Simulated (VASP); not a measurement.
Write the native input for VASP 6.6.1 that does the following.

```yaml
Task: single point
Functional: r2SCAN
Potentials_or_basis: VASP PAW PBE potentials, release 64 (Fe, Ni)
Cutoff: 520 eV
k_mesh: 7 × 7 × 7
Occupations: methfessel-paxton, width 0.1 eV
Spin: collinear spin, ferromagnetic start
Starting_moments: "[2.4, 1.0, 1.0, 1.0] μB"
Dipole_correction: no
Further_INCAR_settings: ALGO = Normal; EDIFF = 1e-06; NBANDS = 31
```

FeNi3:

```
CELL_PARAMETERS angstrom
0.00000 2.75266 2.75266
2.75266 0.00000 2.75266
2.75266 2.75266 0.00000
ATOMIC_POSITIONS crystal
Fe 0.00000 0.00000 0.00000
Ni 0.75000 0.75000 0.75000
Ni 0.25000 0.25000 0.25000
Ni 0.50000 0.50000 0.50000
```

One way to write it, as run:

POSCAR

```
FeNi3
1.0
    0.0000000000      2.7526576743      2.7526576743
    2.7526576743      0.0000000000      2.7526576743
    2.7526576743      2.7526576743      0.0000000000
Fe Ni
1 3
Direct
    0.0000000000      0.0000000000      0.0000000000
    0.7500000000      0.7500000000      0.7500000000
    0.2500000000      0.2500000000      0.2500000000
    0.5000000000      0.5000000000      0.5000000000
```

INCAR.step1

```
  ALGO = Normal
  EDIFF = 1E-4
  ENCUT = 520
  GGA = PE
  ISMEAR = 1
  ISPIN = 2
  LASPH = T
  LCHARG = F
  LMAXMIX = 4
  LREAL = F
  LWAVE = T
  MAGMOM = 2.4 1 1 1
  NBANDS = 31
  NELM = 150
  PREC = Accurate
  SIGMA = 0.1
```

INCAR.step2

```
  ALGO = Normal
  EDIFF = 1E-6
  ENCUT = 520
  ISIF = 2
  ISMEAR = 1
  ISPIN = 2
  ISTART = 1
  LASPH = T
  LCHARG = F
  LMAXMIX = 4
  LMIXTAU = T
  LORBIT = 11
  LREAL = F
  LWAVE = F
  MAGMOM = 2.4 1 1 1
  METAGGA = R2SCAN
  NBANDS = 31
  NELM = 150
  PREC = Accurate
  SIGMA = 0.1
```

KPOINTS

```
k-points
0
Gamma
  7 7 7
```

Potentials or basis: VASP PAW PBE potentials, release 64 (Fe, Ni).

Command:

```console
$ cat potpaw_PBE.64/Fe/POTCAR potpaw_PBE.64/Ni/POTCAR > POTCAR
$ cp INCAR.step1 INCAR
$ mpirun -np 1 vasp_std > vasp.out
$ cp INCAR.step2 INCAR
$ mpirun -np 1 vasp_std > vasp.out
```

Results of the run:

```
Pressure                                              : 9.7 GPa
Net moment                                            : 4.39 μB per cell
Site moments                                          : Fe +3.02; Ni +0.64, +0.15 (each value once) μB
Valence electrons inside the program's atomic spheres : Fe 7.20; Ni 9.51, 9.52 (each value once)
```

Caveat: the cell stands under pressure; the PAW data sets were made with another functional, which shifts forces and pressure a little.

Run time: 4.3 min on 1 thread of Oxide Virtual Turin-like Processor (shared host), peak memory 0.18 GiB.
